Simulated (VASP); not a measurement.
Here is a VASP 6.6.1 calculation.

File INCAR:

```
SYSTEM = Ge
PREC = Accurate ; ENCUT = 520
EDIFF = 1E-6 ; ISMEAR = -1
SIGMA = 0.05 ; LREAL = .False.
LASPH = .True. ; NELM = 100
ALGO = Normal ; ISIF = 2
LWAVE = .False. ; LCHARG = .False.
GGA = PE ; NBANDS = 21
```

File KPOINTS:

```
regular mesh
0
Gamma
  17 17 10
  0 0 0
```

File POSCAR:

```
Ge
1.0
    2.5176709075      0.0000000000      0.0000000000
   -1.2588354537      2.1803669643      0.0000000000
    0.0000000000      0.0000000000      4.1522495268
Ge
2
Direct
    0.3333333333      0.6666666667      0.2500000000
    0.6666666667      0.3333333333      0.7500000000
```

Potentials or basis: VASP PAW PBE potentials, release 64 (Ge_d).

The run is started by

```console
$ cat potpaw_PBE.64/Ge_d/POTCAR > POTCAR
$ mpirun -np 1 vasp_std > vasp.out
```

Problem. Estimate the pressure.

Solution. 110.4 GPa.

Problem. Predict the band gap on the k mesh.

Solution. Zero (bands 14 and 15 overlap by 15.85 eV).

Caveat: the cell stands under pressure.
